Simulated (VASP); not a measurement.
Input of a VASP 6.6.1 run:

The input INCAR:

```
PREC = Accurate
ENCUT = 500
EDIFF = 1E-6
ISMEAR = 0
SIGMA = 0.02
LREAL = False
LASPH = True
NELM = 120
ALGO = Normal
ISIF = 2
LWAVE = False
LCHARG = True
GGA = PS
LELF = True
LVHAR = True
NBANDS = 11
GGA_COMPAT = False
```

File KPOINTS:

```
Automatic mesh
0
Gamma
  8 8 8
```

File POSCAR:

```
AlAs
1.0
    0.0000000000      2.8371986854      2.8371986854
    2.8371986854      0.0000000000      2.8371986854
    2.8371986854      2.8371986854      0.0000000000
Al As
1 1
Direct
    0.0000000000      0.0000000000      0.0000000000
    0.2500000000      0.2500000000      0.2500000000
```

Potentials or basis: VASP PAW PBE potentials, release 64 (Al, As).

Command:

```console
$ cat potpaw_PBE.64/Al/POTCAR potpaw_PBE.64/As/POTCAR > POTCAR
$ mpirun -np 1 vasp_std > vasp.out
```

Task: Estimate the pressure.

Result: 0.3 GPa.

Task: Predict the band gap on the k mesh.

Result: 1.33 eV, indirect (least direct gap 1.92 eV).

Caveat: the PAW data sets were made with another functional, which shifts forces and pressure a little. As with any semilocal functional, this PBEsol gap is likely too small.
